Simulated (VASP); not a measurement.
Set up this calculation in VASP 6.6.1, as the native input.

* Task: single point
* Functional: r2SCAN
* Potentials or basis: VASP PAW PBE potentials, release 64 (Mg, H)
* Cutoff: 520 eV
* k mesh: 6 × 6 × 8
* Occupations: gaussian, width 0.01 eV
* Spin: no spin polarisation
* Dipole correction: no
* Further INCAR settings: ALGO = Normal; EDIFF = 1e-06; NBANDS = 13

The system is MgH2.

```
Mg H
1.0
     4.48495    0.00000    0.00000
     0.00000    4.48495    0.00000
     0.00000    0.00000    2.99641
Mg H
2 4
Cartesian
  0.0000 0.0000 0.0000
  2.2425 2.2425 1.4982
  1.3665 1.3665 0.0000
  0.8760 3.6090 1.4982
  3.1185 3.1185 0.0000
  3.6090 0.8760 1.4982
```

One way to write it, as run:

POSCAR

```
MgH2
1.0
    4.4849452995      0.0000000000      0.0000000000
    0.0000000000      4.4849452995      0.0000000000
    0.0000000000      0.0000000000      2.9964065034
Mg H
2 4
Direct
    0.0000000000      0.0000000000      0.0000000000
    0.5000000000      0.5000000000      0.5000000000
    0.3046827735      0.3046827735      0.0000000000
    0.1953172265      0.8046827735      0.5000000000
    0.6953172265      0.6953172265      0.0000000000
    0.8046827735      0.1953172265      0.5000000000
```

INCAR.step1

```
PREC     = Accurate       # precision mode
ENCUT    = 520            # plane-wave cutoff, eV
ISMEAR   = 0              # smearing method
SIGMA    = 0.01           # smearing width, eV
LREAL    = F              # projectors in reciprocal space
LASPH    = T              # aspherical terms in the spheres
NELM     = 100            # most SCF steps
NBANDS   = 13             # bands
GGA      = PE             # functional
ALGO     = Normal         # electronic algorithm
EDIFF    = 1E-4           # SCF threshold, eV
LWAVE    = T              # write WAVECAR
LCHARG   = F              # write CHGCAR
```

INCAR.step2

```
PREC     = Accurate       # precision mode
ENCUT    = 520            # plane-wave cutoff, eV
EDIFF    = 1E-6           # SCF threshold, eV
ISMEAR   = 0              # smearing method
SIGMA    = 0.01           # smearing width, eV
LREAL    = F              # projectors in reciprocal space
LASPH    = T              # aspherical terms in the spheres
NELM     = 100            # most SCF steps
ALGO     = Normal         # electronic algorithm
ISIF     = 2              # what is computed and relaxed
LWAVE    = F              # write WAVECAR
LCHARG   = T              # write CHGCAR
METAGGA  = R2SCAN         # meta-GGA
LMIXTAU  = T            
LELF     = T              # ELF
LVHAR    = T            
NBANDS   = 13             # bands
ISTART   = 1
```

KPOINTS

```
regular mesh
0
Gamma
  6 6 8
```

Potentials or basis: VASP PAW PBE potentials, release 64 (Mg, H).

Run with:

```console
$ cat potpaw_PBE.64/Mg/POTCAR potpaw_PBE.64/H/POTCAR > POTCAR
$ cp INCAR.step1 INCAR
$ mpirun -np 1 vasp_std > vasp.out
$ cp INCAR.step2 INCAR
$ mpirun -np 1 vasp_std > vasp.out
```

It gave:

- Pressure: -0.4 GPa
- Band gap on the k mesh: 4.46 eV, indirect (least direct gap 5.25 eV)

Caveat: the PAW data sets were made with another functional, which shifts forces and pressure a little.

It took 3.1 min on 1 thread of AMD EPYC 7R13 Processor (Zen 3), with other jobs on the host, peak memory 0.16 GiB.
